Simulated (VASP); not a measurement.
# AlGaC4N4: relaxation of cell and atoms with PBE

AlGaC4N4:

```
Al Ga C N
1.0
     4.08362   -5.40496    0.00000
     4.08362    5.40496    0.00000
     0.00000    0.00000    3.14761
Al Ga C N
1 1 4 4
Direct
  0.00000 0.00000 0.00000
  0.50000 0.50000 0.00000
  0.19295 0.80705 0.00000
  0.80705 0.19295 0.00000
  0.18335 0.18335 0.50000
  0.81665 0.81665 0.50000
  0.30062 0.69938 0.00000
  0.69938 0.30062 0.00000
  0.33240 0.33240 0.50000
  0.66760 0.66760 0.50000
```

| Quantity | Value |
| --- | --- |
| Program | VASP 6.6.1 |
| Task | relaxation of cell and atoms |
| Functional | PBE |
| Potentials or basis | VASP PAW PBE potentials, release 64 (Al, Ga_d, C, N) |
| Cutoff | 600 eV |
| k mesh | 4 × 4 × 6 |
| Occupations | gaussian, width 0.1 eV |
| Spin | no spin polarisation |
| Dipole correction | no |
| Further INCAR settings | ALGO = Normal; EDIFF = 1e-06; IBRION = 2; EDIFFG = -0.04; NSW = 90; ISIF = 3 |

```yaml
Relaxed_volume: 13.69 Å³/atom
Relaxed_cell: a = 6.770 Å, b = 6.770 Å, c = 3.093 Å, α = 90.00°, β = 90.00°, γ = 105.05°
Space_group_after_relaxing_to_0.1_Å: Cmmm (No. 65)
Energy_gained_by_relaxing: 3.6 meV/atom
Ionic_steps: 23
Pressure_after_relaxing: 0.0 GPa
Largest_force_after_relaxing: 0.023 eV/Å
Band_gap_on_the_k_mesh: zero (bands 26 and 27 overlap by 2.64 eV)
```

Forces on the atoms (eV/Å):
```
Al   0.000  0.000  0.000
Ga   0.000  0.000  0.000
C    0.000  0.012  0.000
C    0.000 -0.012  0.000
C   -0.002  0.000  0.000
C    0.002  0.000  0.000
N    0.000 -0.023  0.000
N    0.000  0.023  0.000
N   -0.014  0.000  0.000
N    0.014  0.000  0.000
```

Stress tensor (GPa, compression positive):
```
 0.10  0.00  0.00
 0.00 -0.04  0.00
 0.00  0.00  0.08
```

Step by step:
```
step  energy change (eV)  largest force (eV/Å)  pressure (GPa)  volume (Å³)
   1              0.0000                0.6498            0.02       138.95
   2              0.3080                4.6324           -6.72       138.97
   3             -0.0061                0.3202           -0.90       138.95
   4             -0.0196                0.6981           -0.41       137.66
   5             -0.0196                0.6654           -0.44       137.74
   6             -0.0255                0.5091           -0.25       137.41
   7             -0.0327                0.1115            0.21       136.56
   8             -0.0328                0.1482            0.30       136.44
   9             -0.0331                0.1095            0.30       136.48
  10             -0.0337                0.1529            0.38       136.59
  11             -0.0334                0.3527            0.51       136.83
  12             -0.0338                0.2233            0.42       136.68
  13             -0.0340                0.2079            0.37       136.71
  14             -0.0344                0.1615            0.28       136.81
  15             -0.0350                0.1009            0.07       137.00
  16             -0.0349                0.1818           -0.37       137.38
  17             -0.0352                0.0986           -0.12       137.16
  18             -0.0353                0.0632           -0.14       137.17
  19             -0.0353                0.0646           -0.16       137.20
  20             -0.0354                0.0624           -0.15       137.18
  21             -0.0356                0.0564           -0.11       137.14
  22             -0.0358                0.0451           -0.04       137.05
  23             -0.0361                0.0234            0.05       136.88
```

Final structure:
```xyz
10
Lattice="4.1192 -5.3726 0.0000 4.1192 5.3726 0.0000 0.0000 0.0000 3.0926" Properties=species:S:1:pos:R:3 pbc="T T T"
Al    0.0000    0.0000    3.0926
Ga    4.1192    0.0000    3.0926
C     4.1192    3.2754    0.0000
C     4.1192   -3.2754    0.0000
C     1.5084    0.0000    1.5463
C     6.7299    0.0000    1.5463
N     4.1192    2.1083    0.0000
N     4.1192   -2.1083    0.0000
N     2.7305    0.0000    1.5463
N     5.5078    0.0000    1.5463
```

Levels at points of the mesh, in eV from the Fermi level:
```
           k point  band 23  band 24  band 25  band 26  band 27  band 28  band 29  band 30
(0.00, 0.00, 0.00)    -3.69    -3.50    -3.42     1.24     1.34     2.62     2.99     3.06
(0.50, 0.00, 0.00)    -3.83    -3.49    -3.48     1.42     2.11     2.14     2.59     3.68
(0.50, 0.50, 0.00)    -3.85    -3.55    -3.52     1.59     2.12     2.21     3.06     3.63
(0.00, 0.00, 0.50)    -4.34    -4.23    -4.03    -1.86    -0.75     1.51     2.62     3.08
(0.50, 0.00, 0.50)    -4.42    -4.32    -4.29    -1.62    -0.73     0.97     2.05     3.41
(0.50, 0.50, 0.50)    -4.20    -4.20    -4.04    -1.23    -0.78     0.22     2.78     2.98
```

Run time: 40 min on 1 thread of Intel Xeon 8259CL, on a shared host, peak memory 0.39 GiB.
